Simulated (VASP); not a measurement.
Wanted: the native input for a VASP 6.6.1 run.

```yaml
Task: single point
Functional: PBEsol
Potentials_or_basis: VASP PAW PBE potentials, release 64 (Al, Ni)
Cutoff: 520 eV
k_mesh: 10 × 10 × 9
Occupations: gaussian, width 0.1 eV
Spin: collinear spin, ferromagnetic start
Starting_moments: "[0.0, 1.0] μB"
Dipole_correction: no
Further_INCAR_settings: ALGO = Normal; EDIFF = 1e-07; NBANDS = 18
```

The structure of AlNi lies in POSCAR:

```
AlNi
1.0
    1.9547169911     -1.9693329494      0.0000000000
    1.9547169911      1.9693329494      0.0000000000
    0.0000000000      0.0000000000      3.1250463260
Al Ni
1 1
Direct
    0.0000000000      0.0000000000      0.0000000000
    0.5000000000      0.5000000000      0.5000000000
```

One way to write it, as run:

INCAR

```
PREC = Accurate
ENCUT = 520
EDIFF = 1E-7
ISMEAR = 0
SIGMA = 0.1
LREAL = False
LASPH = True
NELM = 150
ALGO = Normal
ISIF = 2
LWAVE = False
LCHARG = False
ISPIN = 2
MAGMOM = 0 1
LORBIT = 11
LMAXMIX = 4
GGA = PS
NBANDS = 18
```

KPOINTS

```
Automatic mesh
0
Gamma
  10 10 9
```

Potentials or basis: VASP PAW PBE potentials, release 64 (Al, Ni).

Launch:

```sh
$ cat potpaw_PBE.64/Al/POTCAR potpaw_PBE.64/Ni/POTCAR > POTCAR
$ mpirun -np 1 vasp_std > vasp.out
```

It gave:

```yaml
Pressure: -3.5 GPa
Net_moment: 0.00 μB per cell
Valence_electrons_inside_the_program's_atomic_spheres: Al 0.80; Ni 9.46
```

Caveat: the cell stands under tension; the PAW data sets were made with another functional, which shifts forces and pressure a little.

It took 44 s on 1 thread of Intel(R) Xeon(R) 6975P-C (Granite Rapids), on a shared host, peak memory 0.22 GiB.
